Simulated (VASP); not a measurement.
Here is a VASP 6.6.1 calculation.

Contents of INCAR:

```
ALGO = Normal ; EDIFF = 1E-6
ENCUT = 520 ; GGA = PE
ISIF = 2 ; ISMEAR = 0
LASPH = T ; LCHARG = F
LDAU = T ; LDAUJ = 0 0
LDAUL = 2 -1 ; LDAUPRINT = 1
LDAUTYPE = 2 ; LDAUU = 6.2 0
LMAXMIX = 4 ; LREAL = F
LWAVE = F ; NBANDS = 17
NELM = 150 ; PREC = Accurate
SIGMA = 0.02
```

KPOINTS

```
k-points
0
Gamma
  10 10 10
```

The input POSCAR:

```
WO
1.0
    0.0000000000      2.5347959610      2.5347959610
    2.5347959610      0.0000000000      2.5347959610
    2.5347959610      2.5347959610      0.0000000000
W O
1 1
Direct
    0.0000000000      0.0000000000      0.0000000000
    0.2500000000      0.2500000000      0.2500000000
```

Potentials or basis: VASP PAW PBE potentials, release 64 (W_sv, O).

The run is started by

```console
$ cat potpaw_PBE.64/W_sv/POTCAR potpaw_PBE.64/O/POTCAR > POTCAR
$ mpirun -np 1 vasp_std > vasp.out
```

Problem. Predict the band gap on the k mesh.

Solution. Zero (band 10 reaches 6.90 eV, above the bottom of band 11 at 6.14 eV).

Problem. Estimate the pressure.

Solution. -26.3 GPa.

Eigenvalues of the final occupation matrices:
```csv
site,spin,trace,eigenvalues
site 1 d,1,1.49,0.23 0.23 0.23 0.41 0.41
site 1 d,2,1.49,0.23 0.23 0.23 0.41 0.41
```

Caveat: spin-orbit coupling is left out, which moves the levels of the heavy elements; U without spin polarisation on a metal has little footing.
